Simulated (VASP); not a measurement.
A run of VASP 6.6.1 is set up as follows.

File INCAR:

```
ALGO = Normal
EDIFF = 1E-6
ENCUT = 520
GGA = CA
ISIF = 2
ISMEAR = -1
LASPH = T
LCHARG = F
LREAL = Auto
LWAVE = F
NBANDS = 60
NELM = 60
PREC = Accurate
SIGMA = 0.05
```

File KPOINTS:

```
k-points
0
Gamma
  2 2 1
```

File POSCAR:

```
Si8H3F
1.0
    7.6791800000      0.0000000000      0.0000000000
    3.8395900000      6.6503650000      0.0000000000
    0.0000000000      0.0000000000     19.8687650000
H Si F
6 16 2
Direct
    0.1666668792      0.1666675438      0.0503302545
    0.6666681814      0.1666675438      0.0503302545
    0.1666662146      0.6666701752      0.0503302545
    0.6666675168      0.6666701752      0.0503302545
    0.0034296944      0.4945743579      0.3984293941
    0.5013852833      0.4951758287      0.3985904509
    0.1666668792      0.1666675438      0.1258256364
    0.6666681814      0.1666675438      0.1258256364
    0.1666662146      0.6666701752      0.1258256364
    0.6666675168      0.6666701752      0.1258256364
   -0.1662951139      0.3325381389      0.1645044370
    0.3335347402      0.3329591684      0.1644692058
   -0.1673717365      0.8355781976      0.1649624423
    0.3317585515      0.8356533814      0.1649876074
   -0.1675747140      0.3350192057      0.2821765721
    0.3328711079      0.3343124776      0.2818041282
   -0.1658212912      0.8307062845      0.2847736133
    0.3350690115      0.8307513948      0.2848390426
    0.0000361172     -0.0001503677      0.3089623336
    0.4999165854      0.0001954780      0.3093196784
    0.0017172668      0.4972960131      0.3207144480
    0.5008510441      0.4974163072      0.3208100755
   -0.0193720121      0.0269458894      0.4969860985
    0.1398873552     -0.1898692779      0.5014302600
```

Potentials or basis: VASP PAW LDA potentials, release 64 (H, Si, F).

Command:

```bash
$ cat potpaw_LDA.64/H/POTCAR potpaw_LDA.64/Si/POTCAR potpaw_LDA.64/F/POTCAR > POTCAR
$ mpirun -np 1 vasp_std > vasp.out
```

Problem. Estimate the band gap on the k mesh.

Solution. Zero (band 42 reaches -1.51 eV, above the bottom of band 43 at -1.54 eV).

Problem. What does it give for the largest force?

Solution. 0.965 eV/Å.

Forces in eV/Å, atoms in the order of the input:
```
H   -0.003 -0.026 -0.045
H    0.003 -0.026 -0.045
H    0.001  0.022 -0.108
H   -0.001  0.021 -0.105
H    0.000  0.018 -0.633
H    0.000  0.018 -0.643
Si   0.007  0.074  0.420
Si  -0.008  0.070  0.417
Si   0.001  0.050  0.311
Si  -0.001  0.065  0.376
Si   0.001  0.107 -0.229
Si   0.000  0.092 -0.261
Si  -0.012 -0.157 -0.067
Si   0.013 -0.158 -0.066
Si  -0.003  0.118 -0.118
Si   0.000  0.130 -0.112
Si   0.009 -0.130 -0.316
Si  -0.009 -0.127 -0.311
Si  -0.003  0.017  0.077
Si   0.001  0.009  0.115
Si   0.001 -0.082  0.775
Si  -0.001 -0.083  0.786
F   -0.248  0.907 -0.216
F    0.254 -0.931 -0.002
```

Caveat: the k points lie up to 0.47 Å⁻¹ apart.
